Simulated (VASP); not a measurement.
The system is Ge.

```
Ge
1.0
     0.00000    2.79068    2.79068
     2.79068    0.00000    2.79068
     2.79068    2.79068    0.00000
Ge
2
Direct
  0.75000 0.75000 0.75000
  0.50000 0.50000 0.50000
```

This cell differs from its parent crystal: volume scaled by 0.96.

Base run:

| Quantity | Value |
| --- | --- |
| Program | VASP 6.6.1 |
| Functional | PBEsol |
| Potentials or basis | VASP PAW PBE potentials, release 64 (Ge_d) |
| Cutoff | 520 eV |
| k mesh | 8 × 8 × 8 |
| Occupations | fermi-dirac, width 0.05 eV |
| Spin | no spin polarisation |

Its results: band gap on the k mesh 0.25 eV, indirect (least direct gap 0.37 eV); pressure 3.7 GPa.

**Question.** After a change of settings the same cell gave: band gap on the k mesh 0.31 eV, indirect (least direct gap 0.41 eV); pressure 6.9 GPa. Which change was it?
A. functional from PBEsol to r2SCAN; dispersion from none to rVV10
B. functional from PBEsol to PBE
C. functional from PBEsol to SVWN5; further incar settings from ALGO = Normal; EDIFF = 1e-06; NBANDS = 21 to ALGO = Normal; EDIFF = 1e-07; NBANDS = 21
D. functional from PBEsol to r2SCAN

**Answer.** B.

PBE binds less tightly than PBEsol, so the same cell stands under more pressure.

Caveats: the PAW data sets were made with another functional, which shifts forces and pressure a little (some runs).
